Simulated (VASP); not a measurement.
Here is a VASP 6.6.1 calculation.

INCAR

```
PREC = Accurate
ENCUT = 600
EDIFF = 1E-6
ISMEAR = 0
SIGMA = 0.02
LREAL = F
LASPH = T
NELM = 60
ALGO = Normal
ISIF = 3
LWAVE = F
LCHARG = F
GGA = PE
IBRION = 2
NSW = 90
EDIFFG = -0.025
```

File KPOINTS:

```
regular mesh
0
Gamma
  8 8 8
```

POSCAR

```
NaH
1.0
    0.0000000000      2.4101306096      2.4101306096
    2.4101306096      0.0000000000      2.4101306096
    2.4101306096      2.4101306096      0.0000000000
Na H
1 1
Direct
    0.0000000000      0.0000000000      0.0000000000
    0.5000000000      0.5000000000      0.5000000000
```

Potentials or basis: VASP PAW PBE potentials, release 64 (Na_pv, H).

The run is started by

```bash
$ cat potpaw_PBE.64/Na_pv/POTCAR potpaw_PBE.64/H/POTCAR > POTCAR
$ mpirun -np 1 vasp_std > vasp.out
```

Question: Predict the band gap on the k mesh.

Answer: 3.77 eV (least direct gap 4.63 eV).

Final structure:
```
CELL_PARAMETERS angstrom
0.00000 2.41013 2.41013
2.41013 0.00000 2.41013
2.41013 2.41013 0.00000
ATOMIC_POSITIONS crystal
Na 0.00000 0.00000 0.00000
H 0.50000 0.50000 0.50000
```

Caveat: the relaxation stopped at its first step, so nothing moved. A k mesh can miss the band edges.
